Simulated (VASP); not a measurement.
A run of VASP 6.6.1:

Contents of INCAR:

```
SYSTEM = Cu
PREC     = Accurate       ! precision mode
ENCUT    = 520            ! plane-wave cutoff, eV
EDIFF    = 1E-7           ! SCF threshold, eV
ISMEAR   = 0              ! smearing method
SIGMA    = 0.15           ! smearing width, eV
LREAL    = .False.        ! projectors in reciprocal space
LASPH    = .True.         ! aspherical terms in the spheres
NELM     = 80             ! most SCF steps
ALGO     = Normal         ! electronic algorithm
ISIF     = 2              ! what is computed and relaxed
LWAVE    = .False.        ! write WAVECAR
LCHARG   = .False.        ! write CHGCAR
NBANDS   = 12             ! bands
```

The input KPOINTS:

```
Automatic mesh
0
Gamma
  22 22 22
  0 0 0
```

File POSCAR:

```
Cu
1.0
   -1.3917000000      1.3917000000      1.2908000000
    1.3917000000     -1.3917000000      1.2908000000
    1.3917000000      1.3917000000     -1.2908000000
Cu
1
Direct
    0.0000000000      0.0000000000      0.0000000000
```

Potentials or basis: VASP PAW LDA potentials, release 64 (Cu).

The run is started by

```bash
$ cat potpaw_LDA.64/Cu/POTCAR > POTCAR
$ mpirun -np 1 vasp_std > vasp.out
```

Hardware: 1 thread of Intel Xeon 8259CL (shared host).

**Question.** Estimate the wall time of this run.

**Answer.** Run time: 110 s on 1 thread of Intel Xeon 8259CL, on a shared host, peak memory 0.2 GiB. Counts: scf iterations 12, k points 834.
